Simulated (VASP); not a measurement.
Input of a VASP 6.6.1 run:

INCAR

```
  ALGO = Normal
  EDIFF = 1E-6
  EDIFFG = -0.005
  ENCUT = 600
  GGA = PE
  IBRION = 2
  ISIF = 3
  ISMEAR = -1
  LASPH = True
  LCHARG = False
  LREAL = False
  LWAVE = False
  NELM = 60
  NSW = 60
  PREC = Accurate
  PSTRESS = 26.0
  SIGMA = 0.05
```

KPOINTS

```
k-points
0
Gamma
  16 16 9
```

File POSCAR:

```
Al
1.0
    2.8353470838      0.0000000000      0.0000000000
   -1.4176735419      2.4554826032      0.0000000000
    0.0000000000      0.0000000000      4.5932622758
Al
2
Direct
    0.3333333333      0.6666666667      0.2500000000
    0.6666666667      0.3333333333      0.7500000000
```

Potentials or basis: VASP PAW PBE potentials, release 64 (Al).

Run with:

```bash
$ cat potpaw_PBE.64/Al/POTCAR > POTCAR
$ mpirun -np 1 vasp_std > vasp.out
```

Estimate the band gap on the k mesh.

zero (band 3 reaches 11.51 eV, above the bottom of band 4 at 5.23 eV).

Estimate the space group after relaxing (to 0.05 Å).

P6_3/mmc (No. 194).

Predict the relaxed volume.

16.10 Å³/atom.

The path:
| step | energy change (eV) | largest force (eV/Å) | pressure (GPa) | volume (Å³) |
| --- | --- | --- | --- | --- |
| 1 | 0.0000 | 0.0000 | 3.19 | 31.98 |
| 2 | -0.0072 | 0.0000 | 2.47 | 32.25 |
| 3 | -0.0080 | 0.0000 | 2.36 | 32.29 |
| 4 | -0.0064 | 0.0000 | 2.64 | 32.19 |
| 5 | -0.0067 | 0.0000 | 2.59 | 32.21 |

Caveat: the cell is relaxed towards a set pressure, so the enthalpy falls and the energy may rise.
